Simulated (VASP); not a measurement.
# Ni3Ge (Pm-3m) in VASP: further runs

The runs below take Ni3Ge through single point, with r2SCAN.

All numbers are computed with VASP 6.6.1; they aren't measurements. Logs are shortened: lines on timing, memory, paths and dates and some standing lists are left out, and cuts for length are marked.

### Step 1. The cell of the first run

It takes space group Pm-3m (No. 221, cubic). Conventional cell: a = 3.530 Å, b = 3.530 Å, c = 3.530 Å, α = 90.00°, β = 90.00°, γ = 90.00°. Within 3.3 Å of Ni (site symmetry 4/mmm) lie 8 Ni at 2.50 Å and 4 Ge at 2.50 Å. Ge (site symmetry m-3m) has 12 Ni at 2.50 Å within 3.3 Å.

### Step 2. Single point, r2SCAN

File POSCAR:

```
Ni3Ge
1.0
    3.5303341067      0.0000000000      0.0000000000
    0.0000000000      3.5303341067      0.0000000000
    0.0000000000      0.0000000000      3.5303341067
Ni Ge
3 1
Direct
    0.5000000000      0.0000000000      0.5000000000
    0.0000000000      0.5000000000      0.5000000000
    0.5000000000      0.5000000000      0.0000000000
    0.0000000000      0.0000000000      0.0000000000
```

File INCAR.step1:

```
SYSTEM = Ni3Ge
PREC = Accurate
ENCUT = 520
ISMEAR = 0
SIGMA = 0.1
LREAL = .False.
LASPH = .True.
NELM = 100
NBANDS = 30
GGA = PE
ALGO = Normal
EDIFF = 1E-4
LWAVE = .True.
LCHARG = .False.
```

File INCAR.step2:

```
SYSTEM = Ni3Ge
PREC = Accurate
ENCUT = 520
EDIFF = 1E-7
ISMEAR = 0
SIGMA = 0.1
LREAL = .False.
LASPH = .True.
NELM = 100
ALGO = Normal
ISIF = 2
LWAVE = .False.
LCHARG = .True.
METAGGA = R2SCAN
LMIXTAU = .True.
LELF = .True.
LVHAR = .True.
NBANDS = 30
ISTART = 1
```

File KPOINTS:

```
regular mesh
0
Gamma
  14 14 14
  0 0 0
```

Potentials or basis: VASP PAW PBE potentials, release 64 (Ni, Ge_d).

Run with:

```console
$ cat potpaw_PBE.64/Ni/POTCAR potpaw_PBE.64/Ge_d/POTCAR > POTCAR
$ cp INCAR.step1 INCAR
$ mpirun -np 1 vasp_std > vasp.out
$ cp INCAR.step2 INCAR
$ mpirun -np 1 vasp_std > vasp.out
```

OUTCAR:

```text
SYSTEM = Ni3Ge
   PREC = Accurate
   ENCUT = 520
   EDIFF = 1E-7
   ISMEAR = 0
   LREAL = .False.
   LASPH = .True.
   NELM = 100
   ISIF = 2
   METAGGA = R2SCAN
   ISTART = 1

 ion  position               nearest neighbor table
   1  0.500  0.000  0.500-   2 2.50   3 2.50   4 2.50   3 2.50   4 2.50   2 2.50   3 2.50   3 2.50
                             2 2.50   4 2.50   4 2.50   2 2.50
   2  0.000  0.500  0.500-   1 2.50   3 2.50   4 2.50   3 2.50   4 2.50   1 2.50   4 2.50   4 2.50
                             1 2.50   3 2.50   3 2.50   1 2.50
   3  0.500  0.500  0.000-   1 2.50   2 2.50   4 2.50   1 2.50   2 2.50   1 2.50   4 2.50   1 2.50
                             2 2.50   4 2.50   2 2.50   4 2.50
   4  0.000  0.000  0.000-   1 2.50   2 2.50   3 2.50   1 2.50   2 2.50   2 2.50   3 2.50   2 2.50
                             1 2.50   3 2.50   1 2.50   3 2.50

  LATTYP: Found a simple cubic cell.
 ALAT       =     3.5303341067

  Lattice vectors:

 A1 = (   3.5303341067,   0.0000000000,   0.0000000000)
 A2 = (   0.0000000000,   3.5303341067,   0.0000000000)
 A3 = (   0.0000000000,   0.0000000000,   3.5303341067)

Analysis of symmetry for initial positions (statically):
=====================================================================
 Subroutine PRICEL returns:
 Original cell was already a primitive cell.

 Routine SETGRP: Setting up the symmetry group for a
 simple cubic supercell.

 Subroutine GETGRP returns: Found 48 space group operations
 (whereof 48 operations were pure point group operations)
 out of a pool of 48 trial point group operations.

The static configuration has the point symmetry O_h .

Analysis of symmetry for dynamics (positions and initial velocities):
=====================================================================
 Subroutine PRICEL returns:
 Original cell was already a primitive cell.

 Routine SETGRP: Setting up the symmetry group for a
 simple cubic supercell.

 Subroutine GETGRP returns: Found 48 space group operations
 (whereof 48 operations were pure point group operations)
 out of a pool of 48 trial point group operations.

The dynamic configuration has the point symmetry O_h .

 Subroutine INISYM returns: Found 48 space group operations
 (whereof 48 operations are pure point group operations),
 and found     1 'primitive' translations

----------------------------------------------------------------------------------------

                                     Primitive cell

  volume of cell :      43.9995

  direct lattice vectors                    reciprocal lattice vectors
     3.530334107  0.000000000  0.000000000     0.283259309  0.000000000  0.000000000
     0.000000000  3.530334107  0.000000000     0.000000000  0.283259309  0.000000000
     0.000000000  0.000000000  3.530334107     0.000000000  0.000000000  0.283259309

  length of vectors
     3.530334107  3.530334107  3.530334107     0.283259309  0.283259309  0.283259309

  position of ions in fractional coordinates (direct lattice)
     0.500000000  0.000000000  0.500000000
     0.000000000  0.500000000  0.500000000
     0.500000000  0.500000000  0.000000000
     0.000000000  0.000000000  0.000000000

  ion indices of the primitive-cell ions
   primitive index   ion index
                 1           1
                 2           2
                 3           3
                 4           4

----------------------------------------------------------------------------------------

 KPOINTS: regular mesh

Automatic generation of k-mesh.
 Grid dimensions read from file:
 generate k-points for:   14   14   14

 Generating k-lattice:

  Cartesian coordinates                     Fractional coordinates (reciprocal lattice)
     0.020232808  0.000000000  0.000000000     0.071428571  0.000000000  0.000000000
     0.000000000  0.020232808  0.000000000     0.000000000  0.071428571  0.000000000
     0.000000000  0.000000000  0.020232808     0.000000000  0.000000000  0.071428571

  Length of vectors
     0.020232808  0.020232808  0.020232808

  Shift w.r.t. Gamma in fractional coordinates (k-lattice)
     0.000000000  0.000000000  0.000000000

 Subroutine IBZKPT returns following result:
 ===========================================

 Found    120 irreducible k-points:

 Following reciprocal coordinates:
            Coordinates               Weight
  0.000000  0.000000  0.000000      1.000000
  0.071429  0.000000  0.000000      6.000000
  0.142857  0.000000  0.000000      6.000000
  0.214286  0.000000  0.000000      6.000000
  0.285714  0.000000  0.000000      6.000000
  0.357143  0.000000  0.000000      6.000000
[... 16 lines left out ...]
  0.285714  0.214286  0.000000     24.000000
  0.357143  0.214286  0.000000     24.000000
 [... further k-points ...]
   k-points           NKPTS =    120   k-points in BZ     NKDIM =    120   number of bands    NBANDS=     30
   number of dos      NEDOS =    301   number of ions     NIONS =      4
   total plane-waves  NPLWV =  21952
   dimension x,y,z NGX =    28 NGY =   28 NGZ =   28
   dimension x,y,z NGXF=    56 NGYF=   56 NGZF=   56
   ions per type =               3   1
   NGX,Y,Z   is equivalent  to a cutoff of  13.19, 13.19, 13.19 a.u.
   NGXF,Y,Z  is equivalent  to a cutoff of  26.37, 26.37, 26.37 a.u.
 SYSTEM =  Ni3Ge
   PREC   = accura    normal or accurate (medium, high low for compatibility)
   ISTART =      1    job   : 0-new  1-cont  2-samecut
   ICHARG =      0    charge: 1-file 2-atom 10-const
   ISPIN  =      1    spin polarized calculation?
   LNONCOLLINEAR =      F non collinear calculations
   LSORBIT =      F    spin-orbit coupling
   LASPH  =      T    aspherical Exc in radial PAW
   ENCUT  =  520.0 eV  38.22 Ry    6.18 a.u.   6.56  6.56  6.56*2*pi/ulx,y,z
   NELM   =    100;   NELMIN=  2; NELMDL=  0     # of ELM steps
   EDIFF  = 0.1E-06   stopping-criterion for ELM
   LREAL  =      F    real-space projection
   EDIFFG = 0.1E-05   stopping-criterion for IOM
   NSW    =      0    number of steps for IOM
   IBRION =     -1    ionic relax: 0-MD 1-quasi-New 2-CG
   NFREE  =      0    steps in history (QN), initial steepest desc. (CG)
   ISIF   =      2    stress and relaxation
   ISYM   =      2    0-nonsym 1-usesym 2-fastsym
   POTIM  = 0.5000    time-step for ionic-motion
   TEBEG  =    0.0;   TEEND  =   0.0 temperature during run
   PSTRESS=    0.0 pullay stress
   NELECT =      44.0000    total number of electrons
   NUPDOWN=      -1.0000    fix difference up-down
   EMIN   =  10.00;   EMAX   =-10.00  energy-range for DOS
   EFERMI =   0.00;   METHOD = LEGACY
   ISMEAR =     0;   SIGMA  =   0.10  broadening in eV -4-tet -1-fermi 0-gaus
   EFERMI_NEDOS =   21; number of points for ismear=-14 and -15
   IALGO  =     38    algorithm
   IMIX   =      4    mixing-type and parameters
     AMIX     =   0.40;   BMIX     =  1.00
     AMIX_MAG =   1.60;   BMIX_MAG =  1.00
  volume/ion in A,a.u.               =      11.00        74.23
  Fermi-wavevector in a.u.,A,eV,Ry     =   1.637105  3.093680 36.465156  2.680113
  Thomas-Fermi vector in A             =   2.728300
   LORBIT       =      0    0 simple, 1 ext, 2 COOP (PROOUT), +10 PAW based schemes
   METAGGA = R2SCAN    functional components
   LHFCALC =     F    Hartree Fock is set to
   AEXX    =    0.0000 exact exchange contribution
   IVDW    =     0    specifies the selected vdW correction
   LEPSILON=     F    determine dielectric tensor
   LRPA    =     F    only Hartree local field effects (RPA)
 non-spin polarized calculation
 Gauss-broadening in eV      SIGMA  =   0.10
  energy-cutoff  :      520.00
  volume of cell :       44.00
 maximum number of plane-waves:      1213
 NGX is ok and might be reduce to    28
   NGX = 13   NGY = 13   NGZ = 13

 number of electron      43.9999972 magnetization

 Free energy of the ion-electron system (eV)
  ---------------------------------------------------
  ext. energy  EPLUGINS =         0.00000000
  ---------------------------------------------------
  free energy    TOTEN  =       -50.75156927 eV

  energy without entropy =      -50.74129681  energy(sigma->0) =      -50.74643304

 E-fermi :  10.1800     XC(G=0): -14.7521

 val. band max:       10.1789967720   @ k =   0.4286   0.4286   0.3571
 cond. band min:      10.1884516148   @ k =   0.0714   0.0714   0.0000
 fundamental gap:      0.0094548428
 Fermi energy:        10.1800110443

 k-point     1 :       0.0000    0.0000    0.0000
  band No.  band energies     occupation
      1     -15.2520      2.00000
      2     -15.2520      2.00000
      3     -15.2372      2.00000
      4     -15.2372      2.00000
      5     -15.2372      2.00000
      6      -2.8920      2.00000
[... 22 lines left out ...]
     29      21.3311      0.00000
     30      21.3311      0.00000

 k-point     2 :       0.0714    0.0000    0.0000
  band No.  band energies     occupation
      1     -15.2517      2.00000
      2     -15.2506      2.00000
      3     -15.2372      2.00000
      4     -15.2372      2.00000
      5     -15.2371      2.00000
      6      -2.8315      2.00000
[... 22 lines left out ...]
     29      21.1834      0.00000
     30      21.1834      0.00000

 k-point     3 :       0.1429    0.0000    0.0000
  band No.  band energies     occupation
      1     -15.2511      2.00000
      2     -15.2466      2.00000
      3     -15.2373      2.00000
      4     -15.2373      2.00000
      5     -15.2369      2.00000
      6      -2.6521      2.00000
[... 22 lines left out ...]
     29      20.6350      0.00000
     30      20.6524      0.00000

 k-point     4 :       0.2143    0.0000    0.0000
  band No.  band energies     occupation
      1     -15.2501      2.00000
      2     -15.2410      2.00000
      3     -15.2374      2.00000
      4     -15.2374      2.00000
      5     -15.2367      2.00000
      6      -2.3609      2.00000
[... 616 lines left out ...]
     29      19.9547      0.00000
     30      21.3970      0.00000

 k-point    23 :       0.2857    0.2143    0.0000
  band No.  band energies     occupation
      1     -15.2437      2.00000
      2     -15.2399      2.00000
      3     -15.2373      2.00000
      4     -15.2367      2.00000
      5     -15.2294      2.00000
      6      -1.4840      2.00000
[... 22 lines left out ...]
     29      20.5330      0.00000
     30      21.3617      0.00000

 k-point    24 :       0.3571    0.2143    0.0000
  band No.  band energies     occupation
      1     -15.2431      2.00000
      2     -15.2406      2.00000
      3     -15.2374      2.00000
      4     -15.2366      2.00000
      5     -15.2242      2.00000
      6      -1.0659      2.00000
[... 22 lines left out ...]
     29      20.3095      0.00000
     30      21.7864      0.00000

 [... further k-points ...]

------------------------ aborting loop because EDIFF is reached ----------------------------------------

  FORCE on cell =-STRESS in cart. coord.  units (eV):
  Direction    XX          YY          ZZ          XY          YZ          ZX
  --------------------------------------------------------------------------------------
  -------------------------------------------------------------------------------------
  Total        0.2093953      0.2093953      0.2093953      0.0000000      0.0000000      0.0000000
  in kB        7.6248271      7.6248271      7.6248271      0.0000000      0.0000000      0.0000000
  external PRESSURE =       7.6248271 kB  Pullay stress =       0.0000000 kB

 VOLUME and BASIS-vectors are now :
 -----------------------------------------------------------------------------
  energy-cutoff  :      520.00
  volume of cell :       44.00
      direct lattice vectors                 reciprocal lattice vectors
     3.530334107  0.000000000  0.000000000     0.283259309  0.000000000  0.000000000
     0.000000000  3.530334107  0.000000000     0.000000000  0.283259309  0.000000000
     0.000000000  0.000000000  3.530334107     0.000000000  0.000000000  0.283259309

 POSITION                                       TOTAL-FORCE (eV/Angst)
 -----------------------------------------------------------------------------------
      1.76517      0.00000      1.76517         0.000000      0.000000      0.000000
      0.00000      1.76517      1.76517         0.000000      0.000000      0.000000
      1.76517      1.76517      0.00000         0.000000      0.000000      0.000000
      0.00000      0.00000      0.00000         0.000000      0.000000      0.000000
 -----------------------------------------------------------------------------------
    total drift:                                0.000000      0.000000      0.000000

  FREE ENERGIE OF THE ION-ELECTRON SYSTEM (eV)
  ---------------------------------------------------
  free  energy   TOTEN  =       -50.7515692730 eV

  energy  without entropy=      -50.7412968126  energy(sigma->0) =      -50.74643304
```

Run time: 3.8 min. Hardware: 1 thread of Intel Xeon 6975P-C (Granite Rapids), shared host; peak memory 0.26 GiB.

What came out:

```yaml
Free_energy: -50.7516 eV
Pressure: 0.8 GPa
Band_gap_on_the_k_mesh: zero (bands 22 and 23 overlap by 0.26 eV)
```

Levels at points of the mesh, in eV from the Fermi level:
| k point | band 20 | band 21 | band 22 | band 23 | band 24 | band 25 |
| --- | --- | --- | --- | --- | --- | --- |
| (0.00, 0.00, 0.00) | -0.70 | -0.36 | 0.04 | 0.04 | 0.04 | 4.29 |
| (0.50, 0.00, 0.00) | -1.22 | -0.65 | 0.04 | 3.74 | 3.74 | 5.18 |
| (0.50, 0.50, 0.00) | -1.16 | -0.98 | -0.94 | 0.62 | 0.62 | 5.90 |
| (0.50, 0.50, 0.50) | -1.22 | -0.55 | -0.22 | -0.22 | -0.22 | 0.78 |

Caveat: the PAW data sets were made with another functional, which shifts forces and pressure a little. Spin polarisation is off, so any magnetic state and its effect on volume and gap are missing.

### Step 3. Single point, r2SCAN

POSCAR is that of step 2.

File INCAR.step1:

```
  PREC = Accurate
  ENCUT = 520
  ISMEAR = 0
  SIGMA = 0.1
  LREAL = F
  LASPH = T
  NELM = 80
  NBANDS = 30
  GGA = PE
  ALGO = Normal
  EDIFF = 1E-4
  LWAVE = T
  LCHARG = F
```

File INCAR.step2:

```
  PREC = Accurate
  ENCUT = 520
  EDIFF = 1E-6
  ISMEAR = 0
  SIGMA = 0.1
  LREAL = F
  LASPH = T
  NELM = 80
  ALGO = Normal
  ISIF = 2
  LWAVE = F
  LCHARG = F
  METAGGA = R2SCAN
  LMIXTAU = T
  NBANDS = 30
  ISTART = 1
```

File KPOINTS:

```
Automatic mesh
0
Gamma
  16 16 16
```

Potentials or basis: VASP PAW PBE potentials, release 64 (Ni, Ge_d).

Run with:

```console
$ cat potpaw_PBE.64/Ni/POTCAR potpaw_PBE.64/Ge_d/POTCAR > POTCAR
$ cp INCAR.step1 INCAR
$ mpirun -np 1 vasp_std > vasp.out
$ cp INCAR.step2 INCAR
$ mpirun -np 1 vasp_std > vasp.out
```

It took 4.8 min on 1 thread of Intel Xeon 6975P-C (Granite Rapids), shared host; peak memory 0.31 GiB.

The run converged. Its results:

```yaml
Free_energy: -50.7516 eV
Pressure: 0.8 GPa
Band_gap_on_the_k_mesh: zero (bands 22 and 23 overlap by 0.26 eV)
```

Levels at points of the mesh, in eV from the Fermi level:
```tsv
k point	band 20	band 21	band 22	band 23	band 24	band 25
(0.00, 0.00, 0.00)	-0.70	-0.36	0.04	0.04	0.04	4.30
(0.50, 0.00, 0.00)	-1.22	-0.65	0.04	3.74	3.74	5.18
(0.50, 0.50, 0.00)	-1.16	-0.98	-0.93	0.62	0.62	5.91
(0.50, 0.50, 0.50)	-1.22	-0.55	-0.22	-0.22	-0.22	0.78
```

Caveat: the PAW data sets were made with another functional, which shifts forces and pressure a little. Spin polarisation is off, so any magnetic state and its effect on volume and gap are missing.

### Step 4. Single point, r2SCAN

POSCAR is that of step 3.

File INCAR.step1:

```
SYSTEM = Ni3Ge
PREC     = Accurate       ! precision mode
ENCUT    = 520            ! plane-wave cutoff, eV
ISMEAR   = 0              ! smearing method
SIGMA    = 0.1            ! smearing width, eV
LREAL    = .FALSE.        ! projectors in reciprocal space
LASPH    = .TRUE.         ! aspherical terms in the spheres
NELM     = 100            ! most SCF steps
NBANDS   = 30             ! bands
GGA      = PE             ! functional
ALGO     = Normal         ! electronic algorithm
EDIFF    = 1E-4           ! SCF threshold, eV
LWAVE    = .TRUE.         ! write WAVECAR
LCHARG   = .FALSE.        ! write CHGCAR
```

File INCAR.step2:

```
SYSTEM = Ni3Ge
PREC     = Accurate       ! precision mode
ENCUT    = 520            ! plane-wave cutoff, eV
EDIFF    = 1E-6           ! SCF threshold, eV
ISMEAR   = 0              ! smearing method
SIGMA    = 0.1            ! smearing width, eV
LREAL    = .FALSE.        ! projectors in reciprocal space
LASPH    = .TRUE.         ! aspherical terms in the spheres
NELM     = 100            ! most SCF steps
ALGO     = Normal         ! electronic algorithm
ISIF     = 2              ! what is computed and relaxed
LWAVE    = .FALSE.        ! write WAVECAR
LCHARG   = .FALSE.        ! write CHGCAR
METAGGA  = R2SCAN         ! meta-GGA
LMIXTAU  = .TRUE.       
NBANDS   = 30             ! bands
ISTART   = 1
```

File KPOINTS:

```
Automatic mesh
0
G
  18 18 18
  0 0 0
```

Run with:

```console
$ cat potpaw_PBE.64/Ni/POTCAR potpaw_PBE.64/Ge_d/POTCAR > POTCAR
$ cp INCAR.step1 INCAR
$ mpirun -np 1 vasp_std > vasp.out
$ cp INCAR.step2 INCAR
$ mpirun -np 1 vasp_std > vasp.out
```

Wall time 6.3 min (1 thread of Intel Xeon 6975P-C (Granite Rapids), shared host); peak memory 0.37 GiB.

Results (log left out):

```
Free energy            : -50.7517 eV
Pressure               : 0.8 GPa
Band gap on the k mesh : zero (bands 22 and 23 overlap by 0.26 eV)
```

Levels at points of the mesh, in eV from the Fermi level:
```csv
k point,band 18,band 19,band 20,band 21,band 22,band 23,band 24,band 25,band 26,band 27
"(0.00, 0.00, 0.00)",-1.04,-0.70,-0.70,-0.36,0.04,0.04,0.04,4.30,7.17,7.17
"(0.50, 0.00, 0.00)",-1.32,-1.32,-1.22,-0.65,0.04,3.74,3.74,5.18,6.03,6.03
"(0.50, 0.50, 0.00)",-1.51,-1.29,-1.16,-0.98,-0.93,0.62,0.62,5.91,6.93,9.02
"(0.50, 0.50, 0.50)",-1.46,-1.22,-1.22,-0.55,-0.22,-0.22,-0.22,0.78,4.45,4.45
```

Caveat: the PAW data sets were made with another functional, which shifts forces and pressure a little. Spin polarisation is off, so any magnetic state and its effect on volume and gap are missing.

### Step 5. Overview

| k mesh | gap on the mesh (eV) | pressure (GPa) |
| --- | --- | --- |
| 14 × 14 × 14 | none | 0.8 |
| 16 × 16 × 16 | none | 0.8 |
| 18 × 18 × 18 | none | 0.8 |

Alike in all rows: task single point; level r2SCAN; potentials or basis VASP PAW PBE potentials, release 64 (Ni, Ge_d); no spin polarisation; cell as given; cutoff (eV) 520; smearing gaussian 0.1 eV.

Caveats: the PAW data sets were made with another functional, which shifts forces and pressure a little.

Total energies depend on the potentials used, so only differences within one code and one set of settings carry meaning.
